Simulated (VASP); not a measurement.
# BeS2 (P4/mmm) in VASP: a series of runs, part 2 of 2

VASP 6.6.1.

### 6 Relaxation of cell and atoms, PBE

Contents of INCAR:

```
  PREC = Accurate
  ENCUT = 600
  EDIFF = 1E-6
  ISMEAR = 0
  SIGMA = 0.1
  LREAL = F
  LASPH = T
  NELM = 80
  ALGO = Normal
  ISIF = 3
  LWAVE = F
  LCHARG = F
  GGA = PE
  IBRION = 2
  NSW = 100
  EDIFFG = -0.01
```

Contents of KPOINTS:

```
regular mesh
0
Gamma
  16 16 10
```

Contents of POSCAR:

```
BeS2
1.0
    3.0842525024      0.0000000000      0.0000000000
    0.0000000000      3.0842525024      0.0000000000
    0.0000000000      0.0000000000      4.8776530025
Be S
1 2
Direct
    0.0000000000      0.0000000000      0.0000000000
    0.5000000000      0.5000000000      0.2465488750
    0.5000000000      0.5000000000      0.7534511250
```

Potentials or basis: VASP PAW PBE potentials, release 64 (Be, S).

Command:

```sh
cat potpaw_PBE.64/Be/POTCAR potpaw_PBE.64/S/POTCAR > POTCAR
mpirun -np 1 vasp_std > vasp.out
```

OUTCAR:

```text
PREC = Accurate
   ENCUT = 600
   EDIFF = 1E-6
   ISMEAR = 0
   LREAL = F
   LASPH = T
   NELM = 80
   ISIF = 3
   GGA = PE
   IBRION = 2
   NSW = 100
   EDIFFG = -0.01

 ion  position               nearest neighbor table
   1  0.000  0.000  0.000-   2 2.49   3 2.49   2 2.49   3 2.49   2 2.49   3 2.49   2 2.49   3 2.49

   2  0.500  0.500  0.247-   3 2.41   3 2.47   1 2.49   1 2.49   1 2.49   1 2.49
   3  0.500  0.500  0.753-   2 2.41   2 2.47   1 2.49   1 2.49   1 2.49   1 2.49

  LATTYP: Found a simple tetragonal cell.
 ALAT       =     3.0842525024
 C/A-ratio  =     1.5814700640

  Lattice vectors:

 A1 = (   3.0842525024,   0.0000000000,   0.0000000000)
 A2 = (   0.0000000000,   3.0842525024,   0.0000000000)
 A3 = (   0.0000000000,   0.0000000000,   4.8776530025)

Analysis of symmetry for initial positions (statically):
=====================================================================
 Subroutine PRICEL returns:
 Original cell was already a primitive cell.

 Routine SETGRP: Setting up the symmetry group for a
 simple tetragonal supercell.

 Subroutine GETGRP returns: Found 16 space group operations
 (whereof 16 operations were pure point group operations)
 out of a pool of 16 trial point group operations.

The static configuration has the point symmetry D_4h.

Analysis of symmetry for dynamics (positions and initial velocities):
=====================================================================
 Subroutine PRICEL returns:
 Original cell was already a primitive cell.

 Routine SETGRP: Setting up the symmetry group for a
 simple tetragonal supercell.

 Subroutine GETGRP returns: Found 16 space group operations
 (whereof 16 operations were pure point group operations)
 out of a pool of 16 trial point group operations.

The dynamic configuration has the point symmetry D_4h.

 Subroutine INISYM returns: Found 16 space group operations
 (whereof 16 operations are pure point group operations),
 and found     1 'primitive' translations

----------------------------------------------------------------------------------------

                                     Primitive cell

  volume of cell :      46.3992

  direct lattice vectors                    reciprocal lattice vectors
     3.084252502  0.000000000  0.000000000     0.324227669  0.000000000  0.000000000
     0.000000000  3.084252502  0.000000000     0.000000000  0.324227669  0.000000000
     0.000000000  0.000000000  4.877653002     0.000000000  0.000000000  0.205016634

  length of vectors
     3.084252502  3.084252502  4.877653002     0.324227669  0.324227669  0.205016634

  position of ions in fractional coordinates (direct lattice)
     0.000000000  0.000000000  0.000000000
     0.500000000  0.500000000  0.246548875
     0.500000000  0.500000000  0.753451125

  ion indices of the primitive-cell ions
   primitive index   ion index
                 1           1
                 2           2
                 3           3

----------------------------------------------------------------------------------------

 KPOINTS: regular mesh

[... 57 lines left out ...]
 SYSTEM =  unknown system
   PREC   = accura    normal or accurate (medium, high low for compatibility)
   ISTART =      0    job   : 0-new  1-cont  2-samecut
   ICHARG =      2    charge: 1-file 2-atom 10-const
   ISPIN  =      1    spin polarized calculation?
   LNONCOLLINEAR =      F non collinear calculations
   LSORBIT =      F    spin-orbit coupling
   LASPH  =      T    aspherical Exc in radial PAW
   ENCUT  =  600.0 eV  44.10 Ry    6.64 a.u.   6.16  6.16  9.74*2*pi/ulx,y,z
   NELM   =     80;   NELMIN=  2; NELMDL= -5     # of ELM steps
   EDIFF  = 0.1E-05   stopping-criterion for ELM
   LREAL  =      F    real-space projection
   EDIFFG = -.1E-01   stopping-criterion for IOM
   NSW    =    100    number of steps for IOM
   IBRION =      2    ionic relax: 0-MD 1-quasi-New 2-CG
   NFREE  =      1    steps in history (QN), initial steepest desc. (CG)
   ISIF   =      3    stress and relaxation
   ISYM   =      2    0-nonsym 1-usesym 2-fastsym
   POTIM  = 0.5000    time-step for ionic-motion
   TEBEG  =    0.0;   TEEND  =   0.0 temperature during run
   PSTRESS=    0.0 pullay stress
   NELECT =      14.0000    total number of electrons
   NUPDOWN=      -1.0000    fix difference up-down
   EMIN   =  10.00;   EMAX   =-10.00  energy-range for DOS
   EFERMI =   0.00;   METHOD = LEGACY
   ISMEAR =     0;   SIGMA  =   0.10  broadening in eV -4-tet -1-fermi 0-gaus
   EFERMI_NEDOS =   21; number of points for ismear=-14 and -15
   IALGO  =     38    algorithm
   IMIX   =      4    mixing-type and parameters
     AMIX     =   0.40;   BMIX     =  1.00
     AMIX_MAG =   1.60;   BMIX_MAG =  1.00
  volume/ion in A,a.u.               =      15.47       104.37
  Fermi-wavevector in a.u.,A,eV,Ry     =   1.098029  2.074974 16.404113  1.205668
  Thomas-Fermi vector in A             =   2.234400
   LORBIT       =      0    0 simple, 1 ext, 2 COOP (PROOUT), +10 PAW based schemes
   GGA     = PE    functional components
   LHFCALC =     F    Hartree Fock is set to
   AEXX    =    0.0000 exact exchange contribution
   IVDW    =     0    specifies the selected vdW correction
   LEPSILON=     F    determine dielectric tensor
   LRPA    =     F    only Hartree local field effects (RPA)
 conjugate gradient relaxation of ions
 non-spin polarized calculation
 Gauss-broadening in eV      SIGMA  =   0.10
  energy-cutoff  :      600.00
  volume of cell :       46.40
 maximum number of plane-waves:      1576
 NGX is ok and might be reduce to    28
   NGX = 13   NGY = 13   NGZ = 19

--------------------------------------- Ionic step        1  -------------------------------------------

 number of electron      14.0000001 magnetization

 Free energy of the ion-electron system (eV)
  ---------------------------------------------------
  ext. energy  EPLUGINS =         0.00000000
  ---------------------------------------------------
  free energy    TOTEN  =       -11.19991123 eV

  energy without entropy =      -11.19415772  energy(sigma->0) =      -11.19703448

------------------------ aborting loop because EDIFF is reached ----------------------------------------

  FORCE on cell =-STRESS in cart. coord.  units (eV):
  Direction    XX          YY          ZZ          XY          YZ          ZX
  --------------------------------------------------------------------------------------
  -------------------------------------------------------------------------------------
  Total       -0.2010872     -0.2010872      0.3214722      0.0000000     -0.0000000      0.0000000
  in kB       -6.9435942     -6.9435942     11.1005197      0.0000000     -0.0000000      0.0000000
  external PRESSURE =      -0.9288896 kB  Pullay stress =       0.0000000 kB
[... 209 lines left out ...]
--------------------------------------- Ionic step        7  -------------------------------------------

 number of electron      14.0000000 magnetization

 Free energy of the ion-electron system (eV)
  ---------------------------------------------------
  ext. energy  EPLUGINS =         0.00000000
  ---------------------------------------------------
  free energy    TOTEN  =       -11.20493296 eV

  energy without entropy =      -11.19931744  energy(sigma->0) =      -11.20212520

 E-fermi :   6.1483     XC(G=0): -10.0299

 val. band max:        6.1457167755   @ k =   0.2500   0.1250   0.0000
 cond. band min:       6.1744865080   @ k =   0.4375   0.3750   0.1000
 fundamental gap:      0.0287697326
 Fermi energy:         6.1483012718

 k-point     1 :       0.0000    0.0000    0.0000
  band No.  band energies     occupation
      1     -10.0905      2.00000
      2      -6.1571      2.00000
      3      -1.6764      2.00000
      4       3.6782      2.00000
      5       3.6782      2.00000
      6       6.7654      0.00000
      7       6.7654      0.00000
      8       8.1240      0.00000
      9       9.1139      0.00000
     10      11.1226      0.00000
     11      11.9129      0.00000
[... 309 lines left out ...]
 k-point    24 :       0.5000    0.1250    0.0000
  band No.  band energies     occupation
      1      -8.7124      2.00000
      2      -4.7135      2.00000
      3      -1.7032      2.00000
      4      -0.5958      2.00000
      5       1.7775      2.00000
      6       3.7675      2.00000
      7       6.6741      0.00000
      8       8.0301      0.00000
      9       9.5654      0.00000
     10      10.2986      0.00000
     11      11.3452      0.00000

 [... further k-points ...]

------------------------ aborting loop because EDIFF is reached ----------------------------------------

  FORCE on cell =-STRESS in cart. coord.  units (eV):
  Direction    XX          YY          ZZ          XY          YZ          ZX
  --------------------------------------------------------------------------------------
  -------------------------------------------------------------------------------------
  Total       -0.0239477     -0.0239477     -0.0295082      0.0000000      0.0000000      0.0000000
  in kB       -0.8238426     -0.8238426     -1.0151344      0.0000000      0.0000000      0.0000000
  external PRESSURE =      -0.8876065 kB  Pullay stress =       0.0000000 kB
[... 18 lines left out ...]
  FREE ENERGIE OF THE ION-ELECTRON SYSTEM (eV)
  ---------------------------------------------------
  free  energy   TOTEN  =       -11.2049329617 eV

  energy  without entropy=      -11.1993174394  energy(sigma->0) =      -11.20212520

 reached required accuracy - stopping structural energy minimisation
```

OSZICAR:

```text
N       E                     dE             d eps       ncg     rms          rms(c)
DAV:   1     0.613292493048E+02    0.61329E+02   -0.70127E+03  5940   0.124E+03
DAV:   2    -0.678932628250E+01   -0.68119E+02   -0.63200E+02  8438   0.189E+02
DAV:   3    -0.112000606278E+02   -0.44107E+01   -0.42464E+01  7941   0.518E+01
DAV:   4    -0.112990496122E+02   -0.98989E-01   -0.96749E-01  8184   0.791E+00
[... 46 lines left out ...]
DAV:   1    -0.112054043626E+02   -0.51268E-03   -0.11419E-02  6084   0.737E-01    0.159E-01
DAV:   2    -0.112050030385E+02    0.40132E-03   -0.78669E-04  6817   0.219E-01    0.757E-02
DAV:   3    -0.112049420755E+02    0.60963E-04   -0.18242E-04  6263   0.864E-02    0.324E-02
DAV:   4    -0.112049338632E+02    0.82123E-05   -0.11760E-05  6918   0.255E-02    0.901E-03
DAV:   5    -0.112049329617E+02    0.90152E-06   -0.96375E-07  3837   0.844E-03
   7 F= -.11204933E+02 E0= -.11202125E+02  d E =-.413052E-04
```

It took 9.7 min on 1 thread of AMD EPYC 7R13, shared host; peak memory 0.3 GiB.

Results:

- Free energy: -11.2049 eV
- Relaxed volume: 15.52 Å³/atom
- Relaxed cell: a = 3.070 Å, b = 3.070 Å, c = 4.941 Å, α = 90.00°, β = 90.00°, γ = 90.00°
- Space group after relaxing (to 0.1 Å): P4/mmm (No. 123)
- Energy gained by relaxing: 1.7 meV/atom
- Ionic steps: 7
- Pressure after relaxing: -0.1 GPa
- Largest force after relaxing: 0.004 eV/Å
- Band gap on the k mesh: zero (bands 7 and 8 overlap by 2.96 eV)

Forces in eV/Å, atoms in the order of the input:
```
Be   0.000  0.000  0.000
S    0.000  0.000 -0.004
S    0.000  0.000  0.004
```

Step by step:
```csv
step,energy change (eV),largest force (eV/Å),pressure (GPa),volume (Å³)
1,0.0000,0.0923,-0.09,46.40
2,-0.0028,0.1028,0.03,46.34
3,-0.0035,0.1118,0.15,46.28
4,-0.0048,0.0375,0.16,46.37
5,-0.0050,0.0035,0.17,46.41
6,-0.0050,0.0054,0.18,46.42
7,-0.0050,0.0043,-0.09,46.57
```

Final structure:
```xyz
3
Lattice="3.0700 0.0000 0.0000 0.0000 3.0700 0.0000 0.0000 0.0000 4.9415" Properties=species:S:1:pos:R:3 pbc="T T T"
Be    0.0000    0.0000    0.0000
S     1.5350    1.5350    1.1961
S     1.5350    1.5350    3.7454
```

### 7 The runs side by side

| task | cell | k mesh | cutoff (eV) | gap on the mesh (eV) | pressure (GPa) | relaxed volume (Å³/atom) | largest force (eV/Å) |
| --- | --- | --- | --- | --- | --- | --- | --- |
| single point | a = 3.084, b = 3.084, c = 4.878 Å, 3 atoms, atomic positions A | 6 × 6 × 4 | 520 | none | -0.1 | - | 0.02 |
| single point | a = 2.914, b = 2.914, c = 6.013 Å, 3 atoms, atomic positions B | 6 × 6 × 4 | 520 | none | -7.3 | - | 2.18 |
| relaxation of cell and atoms | relaxed from a = 2.914, b = 2.914, c = 6.013 Å, 3 atoms, atomic positions B | 6 × 6 × 4 | 600 | none | 0.0 | 15.46 | - |
| single point | a = 3.070, b = 3.070, c = 4.937 Å, 3 atoms, atomic positions C | 16 × 16 × 10 | 520 | none | -0.1 | - | 0.03 |
| relaxation of cell and atoms | relaxed from a = 3.084, b = 3.084, c = 4.878 Å, 3 atoms, atomic positions A | 16 × 16 × 10 | 600 | none | -0.1 | 15.52 | - |

Alike in all rows: level PBE; potentials or basis VASP PAW PBE potentials, release 64 (Be, S); no spin polarisation; smearing gaussian 0.1 eV.

Caveats: the stress differs along the axes, from -11 to -5 GPa (at least some runs); forces of over 1 eV/Å act on the atoms, so gaps and moduli don't describe the material at rest (at least some runs); a cell axis changed by over 15 % at a fixed basis, so the end point is rough (at least some runs).

Absolute energies hang on the potentials; compare differences alone.

The gap in the log of VASP goes by the Fermi energy; the results here count the filled bands.